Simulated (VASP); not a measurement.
Set up this calculation in VASP 6.6.1, as the native input.

- Task: single point
- Functional: LDA
- Potentials or basis: VASP PAW LDA potentials, release 64 (W_sv)
- Cutoff: 520 eV
- k mesh: 22 × 22 × 22
- Occupations: gaussian, width 0.15 eV
- Spin: no spin polarisation
- Dipole correction: no
- Further INCAR settings: ALGO = Fast; EDIFF = 1e-06; NBANDS = 13

The structure of W lies in POSCAR:

```
W
1.0
    0.0000000000      1.8664605803      2.1781594973
    1.8664605803      0.0000000000      2.1781594973
    1.8664605803      1.8664605803      0.0000000000
W
1
Direct
    0.0000000000      0.0000000000      0.0000000000
```

The input as run:

INCAR

```
PREC = Accurate
ENCUT = 520
EDIFF = 1E-6
ISMEAR = 0
SIGMA = 0.15
LREAL = False
LASPH = True
NELM = 100
ALGO = Fast
ISIF = 2
LWAVE = False
LCHARG = False
NBANDS = 13
```

KPOINTS

```
Automatic mesh
0
Gamma
  22 22 22
```

Potentials or basis: VASP PAW LDA potentials, release 64 (W_sv).

Run with:

```bash
$ cat potpaw_LDA.64/W_sv/POTCAR > POTCAR
$ mpirun -np 1 vasp_std > vasp.out
```

Results of the run:

| Property | Result |
| --- | --- |
| Pressure | 14.2 GPa |
| Band gap on the k mesh | zero (bands 7 and 8 overlap by 5.06 eV) |

Caveat: the cell stands under pressure; spin-orbit coupling is left out, which moves the levels of the heavy elements.

It took 5.1 min on 1 thread of AMD EPYC 7R43 64-Core Processor (Zen 3), on a shared host, peak memory 0.22 GiB.
